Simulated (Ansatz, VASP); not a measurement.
# Te in VASP and in Ansatz

```
Te
1.0
     4.52261    0.00000    0.00000
    -2.26130    3.91669    0.00000
     0.00000    0.00000    6.13413
Te
3
Direct
  0.73863 0.00000 0.33333
  0.00000 0.73863 0.66667
  0.26137 0.26137 0.00000
```

Alike in both runs: task single point; functional PBE; k mesh 12 × 12 × 6; occupations gaussian, width 0.01 eV; no spin polarisation.

|  | VASP | Ansatz |
| --- | --- | --- |
| version | VASP 6.6.1 | Ansatz 0.2.0 |
| potentials or method | VASP PAW PBE potentials, release 64 (Te), cutoff 520 eV | scalar-relativistic, plane waves, PAW |
| valence electrons in the cell | 18 | 48 |

VASP gave:

| Property | Result |
| --- | --- |
| gap on the k mesh at the Fermi level (eV) | 0.07 |
| least direct gap on the mesh (eV) | 0.07 |
| pressure (GPa) | -1.0 |
| traceless stress, the component that is largest in VASP (GPa) | -0.88 |

Question: Estimate Ansatz's values.

Answer: gap on the k mesh at the Fermi level (eV): 0.09; least direct gap on the mesh (eV): 0.09; pressure (GPa): -1.0; traceless stress, the component that is largest in VASP (GPa): -0.89.

The functional is the same, so the differences come from potentials, cutoffs and numerics. VASP's potentials hold 18 valence electrons a cell and Ansatz's 48, so a difference there can come from the potentials and not from the codes.

Neither program's run includes spin-orbit coupling.
